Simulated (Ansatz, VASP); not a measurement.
# One calculation of Ir, two programs

File INCAR:

```
SYSTEM = Ir
  PREC = Accurate
  ENCUT = 520
  EDIFF = 1E-6
  ISMEAR = 0
  SIGMA = 0.15
  LREAL = .False.
  LASPH = .True.
  NELM = 100
  ALGO = Fast
  ISIF = 2
  LWAVE = .False.
  LCHARG = .False.
  GGA = CA
  NBANDS = 10
```

The input KPOINTS:

```
regular mesh
0
Gamma
  22 22 22
  0 0 0
```

Contents of POSCAR:

```
Ir
1.0
    0.0000000000      1.8733205500      2.0237481902
    1.8733205500      0.0000000000      2.0237481902
    1.8733205500      1.8733205500      0.0000000000
Ir
1
Direct
    0.0000000000      0.0000000000      0.0000000000
```

Input for Ansatz:

```yaml
crystal:
  lattice:
    - [0.0, 1.87332055, 2.0237481902]
    - [1.87332055, 0.0, 2.0237481902]
    - [1.87332055, 1.87332055, 0.0]
  atoms:
    - { symbol: Ir, position: [0.0, 0.0, 0.0] }
basis:
  ecutwfc: 420
kpoints:
  mp_grid: { grid: [22, 22, 22] }
hamiltonian:
  xc: lda
scf:
  occupations: { method: gaussian, width: 0.15 }
output:
  forces: true
  stress: true
  eigenvalues: true
```

Alike in both runs: task single point; functional LDA; k mesh 22 × 22 × 22; occupations gaussian, width 0.15 eV; no spin polarisation.

```csv
,VASP,Ansatz
version,VASP 6.6.1,Ansatz 0.2.0
potentials or method,"VASP PAW LDA potentials, release 64 (Ir), cutoff 520 eV","scalar-relativistic, plane waves, PAW"
valence electrons in the cell,9,17
```

Ansatz gave:

```
gap on the k mesh at the Fermi level (eV)                     : none
pressure (GPa)                                                : -8.3
traceless stress, the component that is largest in VASP (GPa) : -19.22
```

Task: Which values does VASP return?

Result: gap on the k mesh at the Fermi level (eV): none; pressure (GPa): -6.2; traceless stress, the component that is largest in VASP (GPa): -19.17.

LDA's correlation is that of Perdew and Zunger in VASP and of Perdew and Wang (1992) in Ansatz. A gap of «none» marks a metal or a gap that the smearing closes. VASP's potentials hold 9 valence electrons a cell and Ansatz's 17, so a difference there can come from the potentials and not from the codes.

Neither program's run includes spin-orbit coupling.
